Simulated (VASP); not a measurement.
Set up this calculation in VASP 6.6.1, as the native input.

- Task: single point
- Functional: PBEsol
- Potentials or basis: VASP PAW PBE potentials, release 64 (Te, Cd)
- Cutoff: 520 eV
- k mesh: 7 × 7 × 7
- Occupations: fermi-dirac, width 0.05 eV
- Spin: no spin polarisation
- Dipole correction: no
- Further INCAR settings: ALGO = Normal; EDIFF = 1e-06; NBANDS = 16

The structure of CdTe lies in POSCAR:

```
CdTe
1.0
    0.0000000000      3.2262257841      3.2262257841
    3.2262257841      0.0000000000      3.2262257841
    3.2262257841      3.2262257841      0.0000000000
Te Cd
1 1
Direct
    0.7500000000      0.7500000000      0.7500000000
    0.0000000000      0.0000000000      0.0000000000
```

One way to write it, as run:

INCAR

```
PREC = Accurate
ENCUT = 520
EDIFF = 1E-6
ISMEAR = -1
SIGMA = 0.05
LREAL = False
LASPH = True
NELM = 80
ALGO = Normal
ISIF = 2
LWAVE = False
LCHARG = False
GGA = PS
NBANDS = 16
```

KPOINTS

```
Automatic mesh
0
Gamma
  7 7 7
```

Potentials or basis: VASP PAW PBE potentials, release 64 (Te, Cd).

Launch:

```console
$ cat potpaw_PBE.64/Te/POTCAR potpaw_PBE.64/Cd/POTCAR > POTCAR
$ mpirun -np 1 vasp_std > vasp.out
```

Results of the run:

```yaml
Pressure: 0.9 GPa
Band_gap_on_the_k_mesh: 0.70 eV, direct
```

Caveat: the PAW data sets were made with another functional, which shifts forces and pressure a little; spin-orbit coupling is left out, which moves the levels of the heavy elements.

It took 21 s on 1 thread of Intel(R) Xeon(R) Platinum 8488C (Sapphire Rapids) (shared host), peak memory 0.21 GiB.
